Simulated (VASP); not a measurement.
# CaSe (Fm-3m) in VASP: single point with PBE

Aim: the single point of CaSe with PBE.

All numbers are computed with VASP 6.6.1; they aren't measurements. Logs are shortened: lines on timing, memory, paths and dates and some standing lists are left out, and cuts for length are marked.

### 1 The cell of the first run

Symmetry: Fm-3m, No. 225, cubic system. The conventional cell has a = 5.959 Å, b = 5.959 Å, c = 5.959 Å, α = 90.00°, β = 90.00°, γ = 90.00°. Within 3.9 Å of Ca (site symmetry m-3m) lie 6 Se at 2.98 Å. Se (site symmetry m-3m) has 6 Ca at 2.98 Å within 3.9 Å.

### 2 Single point, PBE

INCAR

```
SYSTEM = CaSe
  PREC = Accurate
  ENCUT = 520
  EDIFF = 1E-6
  ISMEAR = 0
  SIGMA = 0.02
  LREAL = .False.
  LASPH = .True.
  NELM = 60
  ALGO = Normal
  ISIF = 2
  LWAVE = .False.
  LCHARG = .False.
  GGA = PE
  NBANDS = 33
```

KPOINTS

```
regular mesh
0
Gamma
  9 9 4
  0 0 0
```

POSCAR

```
CaSe
1.0
    4.2136692919      0.0000002910      0.0000000000
   -2.1068348979      3.6491445044      0.0000000000
    0.0000000000      0.0000000000     10.3212751504
Ca Se
3 3
Direct
    0.0000000000      0.0000000000      0.0000000000
    0.3333333333      0.6666666667      0.3333333333
    0.6666666667      0.3333333333      0.6666666667
    0.6666666667      0.3333333333      0.1666666667
    0.0000000000      0.0000000000      0.5000000000
    0.3333333333      0.6666666667      0.8333333333
```

Potentials or basis: VASP PAW PBE potentials, release 64 (Ca_sv, Se).

Started as:

```sh
$ cat potpaw_PBE.64/Ca_sv/POTCAR potpaw_PBE.64/Se/POTCAR > POTCAR
$ mpirun -np 1 vasp_std > vasp.out
```

OUTCAR:

```text
SYSTEM = CaSe
   PREC = Accurate
   ENCUT = 520
   EDIFF = 1E-6
   ISMEAR = 0
   LREAL = .False.
   LASPH = .True.
   NELM = 60
   ISIF = 2
   GGA = PE

 ion  position               nearest neighbor table
   1  0.000  0.000  0.000-   4 2.98   6 2.98   6 2.98   4 2.98   4 2.98   6 2.98
   2  0.333  0.667  0.333-   4 2.98   4 2.98   5 2.98   4 2.98   5 2.98   5 2.98
   3  0.667  0.333  0.667-   6 2.98   6 2.98   5 2.98   6 2.98   5 2.98   5 2.98
   4  0.667  0.333  0.167-   2 2.98   2 2.98   1 2.98   2 2.98   1 2.98   1 2.98
   5  0.000  0.000  0.500-   2 2.98   3 2.98   2 2.98   3 2.98   3 2.98   2 2.98
   6  0.333  0.667  0.833-   3 2.98   3 2.98   1 2.98   3 2.98   1 2.98   1 2.98

  LATTYP: Found a hexagonal cell.
 ALAT       =     4.2136692919
 C/A-ratio  =     2.4494744213

  Lattice vectors:

 A1 = (   4.2136692919,   0.0000002910,   0.0000000000)
 A2 = (  -2.1068348979,   3.6491445044,   0.0000000000)
 A3 = (   0.0000000000,   0.0000000000,  10.3212751504)

Analysis of symmetry for initial positions (statically):
=====================================================================
 Subroutine PRICEL returns following result:

  LATTYP: Found a face centered cubic cell.
 ALAT       =     5.9590034104

  Lattice vectors:

 A1 = (   2.1068347297,  -1.2163814043,   3.4404250498)
 A2 = (  -0.0000001682,   2.4327631001,   3.4404250498)
 A3 = (  -2.1068345615,  -1.2163816957,   3.4404250508)

   3 primitive cells build up your supercell.

 Routine SETGRP: Setting up the symmetry group for a
 hexagonal supercell.

 Subroutine GETGRP returns: Found 12 space group operations
 (whereof 12 operations were pure point group operations)
 out of a pool of 24 trial point group operations.

The static configuration has the point symmetry D_3d.

Analysis of symmetry for dynamics (positions and initial velocities):
=====================================================================
 Subroutine PRICEL returns following result:

  LATTYP: Found a face centered cubic cell.
 ALAT       =     5.9590034104

  Lattice vectors:

 A1 = (   2.1068347297,  -1.2163814043,   3.4404250498)
 A2 = (  -0.0000001682,   2.4327631001,   3.4404250498)
 A3 = (  -2.1068345615,  -1.2163816957,   3.4404250508)

   3 primitive cells build up your supercell.

 Routine SETGRP: Setting up the symmetry group for a
 hexagonal supercell.

 Subroutine GETGRP returns: Found 12 space group operations
 (whereof 12 operations were pure point group operations)
 out of a pool of 24 trial point group operations.

The dynamic configuration has the point symmetry D_3d.

 Subroutine INISYM returns: Found 12 space group operations
 (whereof 12 operations are pure point group operations),
 and found     3 'primitive' translations

----------------------------------------------------------------------------------------

                                     Primitive cell

  volume of cell :      52.9010

  direct lattice vectors                    reciprocal lattice vectors
     2.106834730 -1.216381404  3.440425050     0.237322858 -0.137018394  0.096887253
    -0.000000168  2.432763100  3.440425050    -0.000000019  0.274036821  0.096887253
    -2.106834562 -1.216381696  3.440425051    -0.237322839 -0.137018427  0.096887253

  length of vectors
     4.213651721  4.213651721  4.213651721     0.290660144  0.290660144  0.290660144

  position of ions in fractional coordinates (direct lattice)
     0.000000000  0.000000000  0.000000000
     0.500000000  0.500000000  0.500000000

  ion indices of the primitive-cell ions
   primitive index   ion index
                 1           1
                 2           4

----------------------------------------------------------------------------------------

 KPOINTS: regular mesh

Automatic generation of k-mesh.
 Grid dimensions read from file:
 generate k-points for:    9    9    4

 Generating k-lattice:

  Cartesian coordinates                     Fractional coordinates (reciprocal lattice)
     0.026369204  0.015224270  0.000000000     0.111111111  0.000000000  0.000000000
    -0.000000002  0.030448536  0.000000000     0.000000000  0.111111111  0.000000000
     0.000000000  0.000000000  0.024221813     0.000000000  0.000000000  0.250000000

  Length of vectors
     0.030448536  0.030448536  0.024221813

  Shift w.r.t. Gamma in fractional coordinates (k-lattice)
     0.000000000  0.000000000  0.000000000

 Subroutine IBZKPT returns following result:
 ===========================================

 Found     43 irreducible k-points:

 Following reciprocal coordinates:
            Coordinates               Weight
  0.000000  0.000000  0.000000      1.000000
  0.111111  0.000000  0.000000      6.000000
  0.222222  0.000000  0.000000      6.000000
  0.333333  0.000000  0.000000      6.000000
  0.444444  0.000000  0.000000      6.000000
  0.111111  0.111111  0.000000      6.000000
[... 16 lines left out ...]
  0.222222  0.111111  0.250000     12.000000
 -0.111111  0.333333  0.250000     12.000000
 [... further k-points ...]
   k-points           NKPTS =     43   k-points in BZ     NKDIM =     43   number of bands    NBANDS=     33
   number of dos      NEDOS =    301   number of ions     NIONS =      6
   total plane-waves  NPLWV =  81920
   dimension x,y,z NGX =    32 NGY =   32 NGZ =   80
   dimension x,y,z NGXF=    64 NGYF=   64 NGZF=  160
   ions per type =               3   3
   NGX,Y,Z   is equivalent  to a cutoff of  12.63, 12.63, 12.89 a.u.
   NGXF,Y,Z  is equivalent  to a cutoff of  25.25, 25.25, 25.77 a.u.
 SYSTEM =  CaSe
   PREC   = accura    normal or accurate (medium, high low for compatibility)
   ISTART =      0    job   : 0-new  1-cont  2-samecut
   ICHARG =      2    charge: 1-file 2-atom 10-const
   ISPIN  =      1    spin polarized calculation?
   LNONCOLLINEAR =      F non collinear calculations
   LSORBIT =      F    spin-orbit coupling
   LASPH  =      T    aspherical Exc in radial PAW
   ENCUT  =  520.0 eV  38.22 Ry    6.18 a.u.   7.83  7.83 19.19*2*pi/ulx,y,z
   NELM   =     60;   NELMIN=  2; NELMDL= -5     # of ELM steps
   EDIFF  = 0.1E-05   stopping-criterion for ELM
   LREAL  =      F    real-space projection
   EDIFFG = 0.1E-04   stopping-criterion for IOM
   NSW    =      0    number of steps for IOM
   IBRION =     -1    ionic relax: 0-MD 1-quasi-New 2-CG
   NFREE  =      0    steps in history (QN), initial steepest desc. (CG)
   ISIF   =      2    stress and relaxation
   ISYM   =      2    0-nonsym 1-usesym 2-fastsym
   POTIM  = 0.5000    time-step for ionic-motion
   TEBEG  =    0.0;   TEEND  =   0.0 temperature during run
   PSTRESS=    0.0 pullay stress
   NELECT =      48.0000    total number of electrons
   NUPDOWN=      -1.0000    fix difference up-down
   EMIN   =  10.00;   EMAX   =-10.00  energy-range for DOS
   EFERMI =   0.00;   METHOD = LEGACY
   ISMEAR =     0;   SIGMA  =   0.02  broadening in eV -4-tet -1-fermi 0-gaus
   EFERMI_NEDOS =   21; number of points for ismear=-14 and -15
   IALGO  =     38    algorithm
   IMIX   =      4    mixing-type and parameters
     AMIX     =   0.40;   BMIX     =  1.00
     AMIX_MAG =   1.60;   BMIX_MAG =  1.00
  volume/ion in A,a.u.               =      26.45       178.50
  Fermi-wavevector in a.u.,A,eV,Ry     =   1.098905  2.076630 16.430299  1.207593
  Thomas-Fermi vector in A             =   2.235291
   LORBIT       =      0    0 simple, 1 ext, 2 COOP (PROOUT), +10 PAW based schemes
   GGA     = PE    functional components
   LHFCALC =     F    Hartree Fock is set to
   AEXX    =    0.0000 exact exchange contribution
   IVDW    =     0    specifies the selected vdW correction
   LEPSILON=     F    determine dielectric tensor
   LRPA    =     F    only Hartree local field effects (RPA)
 non-spin polarized calculation
 Gauss-broadening in eV      SIGMA  =   0.02
  energy-cutoff  :      520.00
  volume of cell :      158.70
 maximum number of plane-waves:      4310
   NGX = 15   NGY = 15   NGZ = 39

 number of electron      48.0000000 magnetization

 Free energy of the ion-electron system (eV)
  ---------------------------------------------------
  ext. energy  EPLUGINS =         0.00000000
  ---------------------------------------------------
  free energy    TOTEN  =       -28.45792957 eV

  energy without entropy =      -28.45792957  energy(sigma->0) =      -28.45792957

 E-fermi :   2.5200     XC(G=0):  -9.0624

 val. band max:        2.2953279219   @ k =   0.0000   0.0000   0.0000
 cond. band min:       4.4258234891   @ k =   0.4444   0.0000   0.0000
 fundamental gap:      2.1304955672
 Fermi energy:         2.5200025905

 k-point     1 :       0.0000    0.0000    0.0000
  band No.  band energies     occupation
      1     -37.5216      2.00000
      2     -37.5171      2.00000
      3     -37.5171      2.00000
      4     -18.5891      2.00000
      5     -18.5891      2.00000
      6     -18.5169      2.00000
[... 25 lines left out ...]
     32       6.5552      0.00000
     33       7.1497      0.00000

 k-point     2 :       0.1111    0.0000    0.0000
  band No.  band energies     occupation
      1     -37.5210      2.00000
      2     -37.5168      2.00000
      3     -37.5167      2.00000
      4     -18.5865      2.00000
      5     -18.5864      2.00000
      6     -18.5264      2.00000
[... 25 lines left out ...]
     32       6.9742      0.00000
     33       6.9906      0.00000

 k-point     3 :       0.2222    0.0000    0.0000
  band No.  band energies     occupation
      1     -37.5194      2.00000
      2     -37.5159      2.00000
      3     -37.5157      2.00000
      4     -18.5826      2.00000
      5     -18.5811      2.00000
      6     -18.5476      2.00000
[... 25 lines left out ...]
     32       7.2479      0.00000
     33       7.2523      0.00000

 k-point     4 :       0.3333    0.0000    0.0000
  band No.  band energies     occupation
      1     -37.5173      2.00000
      2     -37.5151      2.00000
      3     -37.5146      2.00000
      4     -18.5897      2.00000
      5     -18.5805      2.00000
      6     -18.5767      2.00000
[... 25 lines left out ...]
     32       7.3922      0.00000
     33       7.5819      0.00000

 k-point     5 :       0.4444    0.0000    0.0000
  band No.  band energies     occupation
      1     -37.5157      2.00000
      2     -37.5149      2.00000
      3     -37.5138      2.00000
      4     -18.5999      2.00000
      5     -18.5965      2.00000
      6     -18.5853      2.00000
[... 604 lines left out ...]
 k-point    22 :       0.1111    0.1111    0.2500
  band No.  band energies     occupation
      1     -37.5195      2.00000
      2     -37.5173      2.00000
      3     -37.5152      2.00000
      4     -18.5945      2.00000
      5     -18.5671      2.00000
      6     -18.5425      2.00000
[... 25 lines left out ...]
     32       7.1689      0.00000
     33       7.3335      0.00000

 k-point    23 :       0.2222    0.1111    0.2500
  band No.  band energies     occupation
      1     -37.5177      2.00000
      2     -37.5162      2.00000
      3     -37.5143      2.00000
      4     -18.5827      2.00000
      5     -18.5824      2.00000
      6     -18.5620      2.00000
[... 25 lines left out ...]
     32       7.5882      0.00000
     33       7.6802      0.00000

 k-point    24 :      -0.1111    0.3333    0.2500
  band No.  band energies     occupation
      1     -37.5178      2.00000
      2     -37.5160      2.00000
      3     -37.5145      2.00000
      4     -18.5816      2.00000
      5     -18.5735      2.00000
      6     -18.5710      2.00000
[... 25 lines left out ...]
     32       7.4576      0.00000
     33       7.4793      0.00000

 [... further k-points ...]

------------------------ aborting loop because EDIFF is reached ----------------------------------------

  FORCE on cell =-STRESS in cart. coord.  units (eV):
  Direction    XX          YY          ZZ          XY          YZ          ZX
  --------------------------------------------------------------------------------------
  -------------------------------------------------------------------------------------
  Total        0.1344595      0.1344595      0.1342107      0.0000000      0.0000000      0.0000000
  in kB        1.3574294      1.3574294      1.3549179      0.0000000      0.0000000      0.0000000
  external PRESSURE =       1.3565922 kB  Pullay stress =       0.0000000 kB

 VOLUME and BASIS-vectors are now :
 -----------------------------------------------------------------------------
  energy-cutoff  :      520.00
  volume of cell :      158.70
      direct lattice vectors                 reciprocal lattice vectors
     4.213669292  0.000000291  0.000000000     0.237322839  0.137018427  0.000000000
    -2.106834898  3.649144504  0.000000000    -0.000000019  0.274036821  0.000000000
     0.000000000  0.000000000 10.321275150     0.000000000  0.000000000  0.096887253

 POSITION                                       TOTAL-FORCE (eV/Angst)
 -----------------------------------------------------------------------------------
      0.00000      0.00000      0.00000         0.000000      0.000000     -0.000000
     -0.00000      2.43276      3.44043        -0.000000     -0.000000     -0.000000
      2.10683      1.21638      6.88085        -0.000000      0.000000      0.000000
      2.10683      1.21638      1.72021         0.000000     -0.000000      0.000000
      0.00000      0.00000      5.16064         0.000000      0.000000     -0.000000
     -0.00000      2.43276      8.60106         0.000000     -0.000000     -0.000000
 -----------------------------------------------------------------------------------
    total drift:                               -0.000000      0.000000     -0.000000

  FREE ENERGIE OF THE ION-ELECTRON SYSTEM (eV)
  ---------------------------------------------------
  free  energy   TOTEN  =       -28.4579295706 eV

  energy  without entropy=      -28.4579295706  energy(sigma->0) =      -28.45792957
```

Wall time 5.7 min (1 thread of AMD EPYC 9755, shared host); peak memory 0.34 GiB.

What came out:

```
Free energy            : -28.4579 eV
Pressure               : 0.1 GPa
Band gap on the k mesh : 2.13 eV
```

Levels at points of the mesh, in eV from the valence-band top:
```tsv
k point	band 20	band 21	band 22	band 23	band 24	band 25	band 26	band 27	band 28	band 29
(0.00, 0.00, 0.00)	-0.93	-0.93	0.00	0.00	0.00	3.22	3.71	3.71	3.71	3.92
(0.00, 0.00, 0.50)	-1.15	-0.37	-0.37	-0.37	-0.37	3.61	3.61	4.06	4.06	4.06
```
